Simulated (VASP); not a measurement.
A run of VASP 6.6.1:

File POSCAR:

```
P
1.0
    3.4479141060      0.0000000000      0.0000000000
    0.0000000000     36.5998825395      0.0000000000
    0.0000000000      0.0000000000      4.4004804745
P
4
Direct
    0.0000000000      0.9702614300      0.5921507200
    0.0000000000      0.0297385700      0.4078492800
    0.5000000000      0.0297385700      0.0921507200
    0.5000000000      0.9702614300      0.9078492800
```

File INCAR.step1:

```
SYSTEM = P
PREC = Accurate ; ENCUT = 520
ISMEAR = 0 ; SIGMA = 0.05
LREAL = .FALSE. ; LASPH = .TRUE.
NELM = 80 ; NBANDS = 18
GGA = PE ; ALGO = Normal
EDIFF = 1E-4 ; LWAVE = .TRUE.
LCHARG = .FALSE.
```

File INCAR.step2:

```
SYSTEM = P
PREC = Accurate ; ENCUT = 520
EDIFF = 1E-6 ; ISMEAR = 0
SIGMA = 0.05 ; LREAL = .FALSE.
LASPH = .TRUE. ; NELM = 80
ALGO = Normal ; ISIF = 2
LWAVE = .FALSE. ; LCHARG = .FALSE.
METAGGA = R2SCAN ; LMIXTAU = .TRUE.
NBANDS = 18 ; ISTART = 1
```

The input KPOINTS:

```
Automatic mesh
0
G
  8 1 6
  0 0 0
```

Potentials or basis: VASP PAW PBE potentials, release 64 (P).

Run with:

```bash
$ cat potpaw_PBE.64/P/POTCAR > POTCAR
$ cp INCAR.step1 INCAR
$ mpirun -np 1 vasp_std > vasp.out
$ cp INCAR.step2 INCAR
$ mpirun -np 1 vasp_std > vasp.out
```

Hardware: 1 thread of Intel(R) Xeon(R) 6975P-C (Granite Rapids) (shared host).

Estimate the wall time of this run.

It took 13 min on 1 thread of Intel(R) Xeon(R) 6975P-C (Granite Rapids), on a shared host, peak memory 0.75 GiB. Counts: k points 20.
